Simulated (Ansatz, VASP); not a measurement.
# One calculation of V, two programs

The input INCAR:

```
ALGO = Normal
EDIFF = 1E-6
ENCUT = 520
GGA = PS
ISIF = 2
ISMEAR = -1
LASPH = True
LCHARG = False
LREAL = False
LWAVE = False
NBANDS = 34
NELM = 100
PREC = Accurate
SIGMA = 0.1
```

KPOINTS

```
k-points
0
Gamma
  16 16 4
```

File POSCAR:

```
V
1.0
    2.5535973350      0.0000000000      0.0000000000
   -1.2767986675      2.2114801632      0.0000000000
    0.0000000000      0.0000000000      9.0744896381
V
4
Direct
    0.0000000000      1.0000000000      1.0000000000
    0.0000000000      1.0000000000      0.5000000000
    0.3333333333      0.6666666667      0.2500000000
    0.6666666667      0.3333333333      0.7500000000
```

Input for Ansatz:

```yaml
crystal:
  lattice:
    - [2.553597335, 0.0, 0.0]
    - [-1.2767986675, 2.2114801632, 0.0]
    - [0.0, 0.0, 9.0744896381]
  atoms:
    - { symbol: V, position: [0.0, 1.0, 1.0] }
    - { symbol: V, position: [0.0, 1.0, 0.5] }
    - { symbol: V, position: [0.3333333333, 0.6666666667, 0.25] }
    - { symbol: V, position: [0.6666666667, 0.3333333333, 0.75] }
hamiltonian:
  xc: pbesol
  pseudopotentials:
    kind: paw
    azcp:
      V: "pseudopotentials/V.paw.azcp"
basis:
  ecutwfc: 420
  fft_grid_basis: typed
kpoints:
  mp_grid: { grid: [16, 16, 4], shift: [0, 0, 0] }
magnetization:
  spin_polarized: false
scf:
  occupations: { method: fermi_dirac, width: 0.1 }
  lower_state_search: "off"
output:
  stress: true
```

Alike in both runs: task single point; functional PBEsol; k mesh 16 × 16 × 4; occupations fermi-dirac, width 0.1 eV; no spin polarisation.

|  | VASP | Ansatz |
| --- | --- | --- |
| version | VASP 6.6.1 | Ansatz 0.2.0 |
| potentials or method | VASP PAW PBE potentials, release 64 (V_sv), cutoff 520 eV | plane waves (420 eV) with PAW, scalar-relativistic |
| valence electrons in the cell | 52 | 52 |

Ansatz gave:

- pressure (GPa): 8.3
- traceless stress, the component that is largest in VASP (GPa): 0.09

**Question.** Which values does VASP return?

**Answer.** Pressure (GPa): 8.5; traceless stress, the component that is largest in VASP (GPa): 0.13.

VASP's potentials were made for PBE, not for PBEsol, and Ansatz warns of the same on its side.
